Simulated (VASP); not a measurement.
# Re (P6_3/mmc) in VASP: further runs

The runs below take Re through electric field gradients, with PBEsol.

All numbers are computed with VASP 6.6.1; they aren't measurements. Logs are shortened: lines on timing, memory, paths and dates and some standing lists are left out, and cuts for length are marked.

## Step 1: The cell of the first run

The structure is hexagonal, space group P6_3/mmc (No. 194). The conventional cell has a = 2.585 Å, b = 2.585 Å, c = 4.134 Å, α = 90.00°, β = 90.00°, γ = 120.00°. Re (site symmetry -6m2) has 12 Re at 2.55 to 2.59 Å within 3.4 Å.

## Step 2: Electric field gradients, PBEsol (11.97 Å³/atom)

Input file INCAR:

```
SYSTEM = Re
  PREC = Accurate
  ENCUT = 520
  EDIFF = 1E-8
  ISMEAR = -1
  SIGMA = 0.05
  LREAL = .FALSE.
  LASPH = .TRUE.
  NELM = 80
  ALGO = Normal
  ISIF = 2
  LWAVE = .FALSE.
  LCHARG = .FALSE.
  GGA = PS
  LEFG = .TRUE.
  NBANDS = 14
```

Input file KPOINTS:

```
regular mesh
0
G
  18 18 10
  0 0 0
```

Input file POSCAR:

```
Re
1.0
    2.5854314113      0.0000000000      0.0000000000
   -1.2927157057      2.2390492819      0.0000000000
    0.0000000000      0.0000000000      4.1340662724
Re
2
Direct
    0.3333333333      0.6666666667      0.2500000000
    0.6666666667      0.3333333333      0.7500000000
```

Potentials or basis: VASP PAW PBE potentials, release 64 (Re).

Launch:

```
> cat potpaw_PBE.64/Re/POTCAR > POTCAR
> mpirun -np 1 vasp_std > vasp.out
```

OUTCAR:

```text
SYSTEM = Re
   PREC = Accurate
   ENCUT = 520
   EDIFF = 1E-8
   ISMEAR = -1
   LREAL = .FALSE.
   LASPH = .TRUE.
   NELM = 80
   ISIF = 2
   GGA = PS

 ion  position               nearest neighbor table
   1  0.333  0.667  0.250-   2 2.55   2 2.55   2 2.55   2 2.55   2 2.55   2 2.55
   2  0.667  0.333  0.750-   1 2.55   1 2.55   1 2.55   1 2.55   1 2.55   1 2.55

  LATTYP: Found a hexagonal cell.
 ALAT       =     2.5854314113
 C/A-ratio  =     1.5989850879

  Lattice vectors:

 A1 = (   2.5854314113,   0.0000000000,   0.0000000000)
 A2 = (  -1.2927157057,   2.2390492819,   0.0000000000)
 A3 = (   0.0000000000,   0.0000000000,   4.1340662724)

Analysis of symmetry for initial positions (statically):
=====================================================================
 Subroutine PRICEL returns:
 Original cell was already a primitive cell.

 Routine SETGRP: Setting up the symmetry group for a
 hexagonal supercell.

 Subroutine GETGRP returns: Found 24 space group operations
 (whereof 12 operations were pure point group operations)
 out of a pool of 24 trial point group operations.

The static configuration has the point symmetry D_3d.
 The point group associated with its full space group is D_6h.

Analysis of symmetry for dynamics (positions and initial velocities):
=====================================================================
 Subroutine PRICEL returns:
 Original cell was already a primitive cell.

 Routine SETGRP: Setting up the symmetry group for a
 hexagonal supercell.

 Subroutine GETGRP returns: Found 24 space group operations
 (whereof 12 operations were pure point group operations)
 out of a pool of 24 trial point group operations.

The dynamic configuration has the point symmetry D_3d.
 The point group associated with its full space group is D_6h.

 Subroutine INISYM returns: Found 24 space group operations
 (whereof 12 operations are pure point group operations),
 and found     1 'primitive' translations

----------------------------------------------------------------------------------------

                                     Primitive cell

  volume of cell :      23.9317

  direct lattice vectors                    reciprocal lattice vectors
     2.585431411  0.000000000  0.000000000     0.386782645  0.223309064  0.000000000
    -1.292715706  2.239049282  0.000000000     0.000000000  0.446618129  0.000000000
     0.000000000  0.000000000  4.134066272     0.000000000  0.000000000  0.241892591

  length of vectors
     2.585431411  2.585431411  4.134066272     0.446618129  0.446618129  0.241892591

  position of ions in fractional coordinates (direct lattice)
     0.333333333  0.666666667  0.250000000
     0.666666667  0.333333333  0.750000000

  ion indices of the primitive-cell ions
   primitive index   ion index
                 1           1
                 2           2

----------------------------------------------------------------------------------------

 KPOINTS: regular mesh

Automatic generation of k-mesh.
 Grid dimensions read from file:
 generate k-points for:   18   18   10

 Generating k-lattice:

  Cartesian coordinates                     Fractional coordinates (reciprocal lattice)
     0.021487925  0.012406059  0.000000000     0.055555556  0.000000000  0.000000000
     0.000000000  0.024812118  0.000000000     0.000000000  0.055555556  0.000000000
     0.000000000  0.000000000  0.024189259     0.000000000  0.000000000  0.100000000

  Length of vectors
     0.024812118  0.024812118  0.024189259

  Shift w.r.t. Gamma in fractional coordinates (k-lattice)
     0.000000000  0.000000000  0.000000000
[... 37 lines left out ...]
   dimension x,y,z NGXF=    40 NGYF=   40 NGZF=   64
   ions per type =               2
   NGX,Y,Z   is equivalent  to a cutoff of  12.86, 12.86, 12.87 a.u.
   NGXF,Y,Z  is equivalent  to a cutoff of  25.72, 25.72, 25.74 a.u.
 SYSTEM =  Re
   PREC   = accura    normal or accurate (medium, high low for compatibility)
   ISTART =      0    job   : 0-new  1-cont  2-samecut
   ICHARG =      2    charge: 1-file 2-atom 10-const
   ISPIN  =      1    spin polarized calculation?
   LNONCOLLINEAR =      F non collinear calculations
   LSORBIT =      F    spin-orbit coupling
   LASPH  =      T    aspherical Exc in radial PAW
   ENCUT  =  520.0 eV  38.22 Ry    6.18 a.u.   4.81  4.81  7.69*2*pi/ulx,y,z
   NELM   =     80;   NELMIN=  2; NELMDL= -5     # of ELM steps
   EDIFF  = 0.1E-07   stopping-criterion for ELM
   LREAL  =      F    real-space projection
   EDIFFG = 0.1E-06   stopping-criterion for IOM
   NSW    =      0    number of steps for IOM
   IBRION =     -1    ionic relax: 0-MD 1-quasi-New 2-CG
   NFREE  =      0    steps in history (QN), initial steepest desc. (CG)
   ISIF   =      2    stress and relaxation
   ISYM   =      2    0-nonsym 1-usesym 2-fastsym
   POTIM  = 0.5000    time-step for ionic-motion
   TEBEG  =    0.0;   TEEND  =   0.0 temperature during run
   PSTRESS=    0.0 pullay stress
   NELECT =      14.0000    total number of electrons
   NUPDOWN=      -1.0000    fix difference up-down
   EMIN   =  10.00;   EMAX   =-10.00  energy-range for DOS
   EFERMI =   0.00;   METHOD = LEGACY
   ISMEAR =    -1;   SIGMA  =   0.05  broadening in eV -4-tet -1-fermi 0-gaus
   EFERMI_NEDOS =   21; number of points for ismear=-14 and -15
   IALGO  =     38    algorithm
   IMIX   =      4    mixing-type and parameters
     AMIX     =   0.40;   BMIX     =  1.00
     AMIX_MAG =   1.60;   BMIX_MAG =  1.00
  volume/ion in A,a.u.               =      11.97        80.75
  Fermi-wavevector in a.u.,A,eV,Ry     =   1.369177  2.587369 25.506088  1.874645
  Thomas-Fermi vector in A             =   2.495075
   LORBIT       =      0    0 simple, 1 ext, 2 COOP (PROOUT), +10 PAW based schemes
   GGA     = PS    functional components
   LHFCALC =     F    Hartree Fock is set to
   AEXX    =    0.0000 exact exchange contribution
   IVDW    =     0    specifies the selected vdW correction
   LEPSILON=     F    determine dielectric tensor
   LRPA    =     F    only Hartree local field effects (RPA)
 non-spin polarized calculation
  energy-cutoff  :      520.00
  volume of cell :       23.93
 maximum number of plane-waves:       660
 NGX is ok and might be reduce to    20
   NGX =  9   NGY =  9   NGZ = 15

 number of electron      14.0000000 magnetization

 Free energy of the ion-electron system (eV)
  ---------------------------------------------------
  ext. energy  EPLUGINS =         0.00000000
  ---------------------------------------------------
  free energy    TOTEN  =       -25.09813226 eV

  energy without entropy =      -25.08726926  energy(sigma->0) =      -25.09270076

 E-fermi :  10.5016     XC(G=0): -14.9717

 val. band max:       10.4954385016   @ k =   0.1111   0.0556   0.0000
 cond. band min:      10.5059240311   @ k =   0.3333   0.3333   0.1000
 fundamental gap:      0.0104855295
 Fermi energy:        10.5016347033

 k-point     1 :       0.0000    0.0000    0.0000
  band No.  band energies     occupation
      1      -0.8064      2.00000
      2       2.1619      2.00000
      3       8.2117      2.00000
      4       8.2117      2.00000
      5       8.4313      2.00000
      6       9.4210      2.00000
      7       9.4210      2.00000
      8      10.5327      0.69892
      9      10.5327      0.69892
     10      11.9641      0.00000
     11      14.8807      0.00000
     12      14.8807      0.00000
     13      23.4814      0.00000
     14      24.7985      0.00000
[... 377 lines left out ...]
      1       3.1790      2.00000
      2       3.6609      2.00000
      3       3.8271      2.00000
      4       7.5456      2.00000
      5       8.0149      2.00000
      6       8.8886      2.00000
      7       9.8189      2.00000
      8      14.7974      0.00000
      9      15.5312      0.00000
     10      16.1497      0.00000
     11      18.0850      0.00000
     12      21.4483      0.00000
     13      23.2780      0.00000
     14      23.8150      0.00000

 [... further k-points ...]

------------------------ aborting loop because EDIFF is reached ----------------------------------------

  FORCE on cell =-STRESS in cart. coord.  units (eV):
  Direction    XX          YY          ZZ          XY          YZ          ZX
  --------------------------------------------------------------------------------------
  -------------------------------------------------------------------------------------
  Total       17.5846100     17.5846100     18.8741218     -0.0000000     -0.0000000      0.0000000
  in kB     1177.2514024   1177.2514024   1263.5814101     -0.0000000     -0.0000000      0.0000000
  external PRESSURE =    1206.0280716 kB  Pullay stress =       0.0000000 kB

 VOLUME and BASIS-vectors are now :
 -----------------------------------------------------------------------------
  energy-cutoff  :      520.00
  volume of cell :       23.93
      direct lattice vectors                 reciprocal lattice vectors
     2.585431411  0.000000000  0.000000000     0.386782645  0.223309064  0.000000000
    -1.292715706  2.239049282  0.000000000     0.000000000  0.446618129  0.000000000
     0.000000000  0.000000000  4.134066272     0.000000000  0.000000000  0.241892591

 POSITION                                       TOTAL-FORCE (eV/Angst)
 -----------------------------------------------------------------------------------
     -0.00000      1.49270      1.03352         0.000000      0.000000      0.000000
      1.29272      0.74635      3.10055        -0.000000     -0.000000      0.000000
 -----------------------------------------------------------------------------------
    total drift:                               -0.000000      0.000000     -0.000000

  FREE ENERGIE OF THE ION-ELECTRON SYSTEM (eV)
  ---------------------------------------------------
  free  energy   TOTEN  =       -25.0981322598 eV

  energy  without entropy=      -25.0872692613  energy(sigma->0) =      -25.09270076

 Electric field gradients (V/A^2)
---------------------------------------------------------------------
 ion       V_xx      V_yy      V_zz      V_xy      V_xz      V_yz
---------------------------------------------------------------------
   1      55.030    55.030  -110.061     0.000     0.000    -0.000
   2      55.030    55.030  -110.061     0.000    -0.000     0.000
---------------------------------------------------------------------

 Electric field gradients after diagonalization (V/A^2)
 (convention: |V_zz| > |V_xx| > |V_yy|)
----------------------------------------------------------------------
 ion       V_xx      V_yy      V_zz     asymmetry (V_yy - V_xx)/ V_zz
----------------------------------------------------------------------
   1      55.031    55.030  -110.061       0.000
   2      55.031    55.030  -110.061       0.000
----------------------------------------------------------------------

           NMR quadrupolar parameters

 Cq : quadrupolar parameter    Cq=e*Q*V_zz/h
 eta: asymmetry parameters     (V_yy - V_xx)/ V_zz
 Q  : nuclear electric quadrupole moment in mb (millibarn)
----------------------------------------------------------------------
 ion       Cq(MHz)       eta       Q (mb)
----------------------------------------------------------------------
   1      -0.266       0.000       1.000
   2      -0.266       0.000       1.000
----------------------------------------------------------------------
```

It took 2 min on 1 thread of Intel Xeon 8259CL, shared host; peak memory 0.19 GiB.

Results:

```yaml
Free_energy: -25.0981 eV
Pressure: 120.6 GPa
Band_gap_on_the_k_mesh: zero (bands 7 and 8 overlap by 4.84 eV)
Largest_electric_field_gradient_by_atom: Re -110.1 V/Å²
```

Levels at points of the mesh, in eV from the Fermi level:
```
           k point  band 4  band 5  band 6  band 7  band 8  band 9  band 10  band 11
(0.00, 0.00, 0.00)   -2.29   -2.07   -1.08   -1.08    0.03    0.03     1.46     4.38
(0.50, 0.00, 0.00)   -2.84   -1.69   -1.57   -0.61    5.27    6.06     6.07     8.18
(0.00, 0.00, 0.50)   -2.92   -2.48   -2.48   -2.48   -2.48    3.42     3.42     3.42
(0.50, 0.00, 0.50)   -5.47    0.36    0.36    1.56    1.56    5.73     5.73     6.41
```

Electric field gradients, principal values (V/Å²):
```
atom   least  middle  greatest (by size)
1 Re  55.030  55.031            -110.061
2 Re  55.030  55.031            -110.061
```

Caveat: the stress differs along the axes, from 118 to 126 GPa; without QUAD_EFG the Cq values of the log hold for a quadrupole moment of 1 mb, not for the nuclei; the PAW data sets were made with another functional, which shifts forces and pressure a little; spin-orbit coupling is left out, which moves the levels of the heavy elements.

[end of part 1 of 3]

The gap in the log of VASP goes by the Fermi energy; the results here count the filled bands.